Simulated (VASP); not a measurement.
K: single point with revPBE

Crystal: K.

```
K
1.0
     7.43095    0.00000    0.00000
    -3.71547    6.43539    0.00000
     0.00000    0.00000    4.42929
K
3
Direct
  0.00000 0.00000 0.00000
  0.33333 0.66667 0.50000
  0.66667 0.33333 0.50000
```

This cell differs from its parent crystal: volume scaled by 0.88.

- Program: VASP 6.6.1
- Task: single point
- Functional: revPBE
- Potentials or basis: VASP PAW PBE potentials, release 64 (K_sv)
- Cutoff: 520 eV
- k mesh: 6 × 6 × 8
- Occupations: fermi-dirac, width 0.1 eV
- Spin: no spin polarisation
- Dipole correction: no
- Further INCAR settings: ALGO = Normal; EDIFF = 1e-06; NBANDS = 20

```yaml
Pressure: 0.5 GPa
```

Levels at points of the mesh, in eV from the Fermi level:
```tsv
k point	band 10	band 11	band 12	band 13	band 14	band 15	band 16	band 17
(0.00, 0.00, 0.00)	-15.59	-15.59	-15.57	-2.21	1.14	1.14	1.15	1.15
(0.50, 0.00, 0.00)	-15.59	-15.59	-15.57	-1.21	-1.20	0.43	0.63	2.71
(0.00, 0.00, 0.50)	-15.64	-15.59	-15.59	-0.23	-0.15	1.76	1.76	1.89
(0.50, 0.00, 0.50)	-15.63	-15.59	-15.59	0.50	0.58	0.65	0.72	1.52
```

Wall time 74 s on 1 thread of Intel(R) Xeon(R) Platinum 8488C (Sapphire Rapids), with other jobs on the host, peak memory 0.37 GiB.

Caveat: the PAW data sets were made with another functional, which shifts forces and pressure a little.
